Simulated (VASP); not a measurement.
The system is Be.

```xyz
2
Lattice="2.2853 0.0000 0.0000 -1.1426 1.9791 0.0000 0.0000 0.0000 3.5842" Properties=species:S:1:pos:R:3 pbc="T T T"
Be    1.1427    0.6597    2.6882
Be    0.0000    1.3194    0.8961
```

| Property | Result |
| --- | --- |
| Program | VASP 6.6.1 |
| Task | relaxation of cell and atoms |
| Functional | PBEsol |
| Dispersion | D3(BJ) |
| Potentials or basis | VASP PAW PBE potentials, release 64 (Be) |
| Cutoff | 600 eV |
| k mesh | 13 × 13 × 8 |
| Occupations | fermi-dirac, width 0.05 eV |
| Spin | no spin polarisation |

At the start: pressure -8.8 GPa; volume 8.11 Å³/atom.

Question: How do energy, volume and symmetry change on relaxing?

Answer: Over 6 steps the energy falls by 17.1 meV/atom and the volume is 7.51 Å³/atom (-7.4 %); space group P6_3/mmc (No. 194, to 0.05 Å).

The path:
| step | energy change (eV) | largest force (eV/Å) | pressure (GPa) | volume (Å³) |
| --- | --- | --- | --- | --- |
| 1 | 0.0000 | 0.0000 | -8.77 | 16.21 |
| 2 | -0.0333 | 0.0000 | -1.35 | 15.19 |
| 3 | -0.0340 | 0.0000 | -0.08 | 15.04 |
| 4 | -0.0340 | 0.0000 | 0.12 | 15.02 |
| 5 | -0.0341 | 0.0000 | 0.15 | 15.01 |
| 6 | -0.0341 | 0.0000 | 0.15 | 15.01 |

Final structure:
```
Be
1.0
     2.22633    0.00000    0.00000
    -1.11316    1.92806    0.00000
     0.00000    0.00000    3.49705
Be
2
Direct
  0.66667 0.33333 0.75000
  0.33333 0.66667 0.25000
```

Caveat: the PAW data sets were made with another functional, which shifts forces and pressure a little; pairwise dispersion overbinds metals, which lowers pressure and volume.
